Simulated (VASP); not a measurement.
Pt, 5 atoms in the cell. The cell holds a slab with vacuum, 5 atoms: a = 2.773 Å, b = 2.773 Å, c = 23.844 Å, α = 90.00°, β = 90.00°, γ = 90.00°. 

- Program: VASP 6.6.1
- Task: single point
- Functional: PBEsol
- Potentials or basis: VASP PAW PBE potentials, release 64 (Pt)
- Cutoff: 520 eV
- k mesh: 7 × 7 × 1
- Occupations: methfessel-paxton, width 0.15 eV
- Spin: no spin polarisation
- Dipole correction: yes
- Further INCAR settings: ALGO = Normal; EDIFF = 1e-06; NBANDS = 33

Potentials or basis: VASP PAW PBE potentials, release 64 (Pt).

The run is started by

```sh
$ cat potpaw_PBE.64/Pt/POTCAR > POTCAR
$ mpirun -np 1 vasp_std > vasp.out
```

Hardware: 1 thread of Intel(R) Xeon(R) 6975P-C (Granite Rapids), on a shared host.

Question: Estimate the wall time of this run.

Answer: Run time: 2.7 min on 1 thread of Intel(R) Xeon(R) 6975P-C (Granite Rapids) (shared host), peak memory 0.31 GiB. Counts: scf iterations 32, k points 10.
